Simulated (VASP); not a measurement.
A run of VASP 6.6.1:

Contents of INCAR:

```
SYSTEM = As2P3
ALGO = Normal ; EDIFF = 1E-6
ENCUT = 520 ; GGA = PE
ISIF = 2 ; ISMEAR = 0
LASPH = .True. ; LCHARG = .True.
LELF = .True. ; LREAL = .False.
LVHAR = .True. ; LWAVE = .False.
NBANDS = 20 ; NELM = 100
PREC = Accurate ; SIGMA = 0.1
```

File KPOINTS:

```
k-points
0
Gamma
  12 12 6
  0 0 0
```

The input POSCAR:

```
As2P3
1.0
    4.6052987173      0.0000000000      0.0000000000
   -2.3026493586      3.9883056812      0.0000000000
    0.0000000000      0.0000000000      5.6612520244
P As
3 2
Direct
    0.0000000000      0.0000000000      0.0000000000
    0.3333333333      0.6666666667      0.8094482580
    0.6666666667      0.3333333333      0.1905517420
    0.3333333333      0.6666666667      0.2224452005
    0.6666666667      0.3333333333      0.7775547995
```

Potentials or basis: VASP PAW PBE potentials, release 64 (P, As).

Launch:

```console
$ cat potpaw_PBE.64/P/POTCAR potpaw_PBE.64/As/POTCAR > POTCAR
$ mpirun -np 1 vasp_std > vasp.out
```

Hardware: 1 thread of Intel(R) Xeon(R) 6975P-C (Granite Rapids), on a shared host.

Q: How long does it take, and how much memory?

A: Wall time 66 s on 1 thread of Intel(R) Xeon(R) 6975P-C (Granite Rapids), with other jobs on the host, peak memory 0.34 GiB. Counts: scf iterations 14, k points 100.
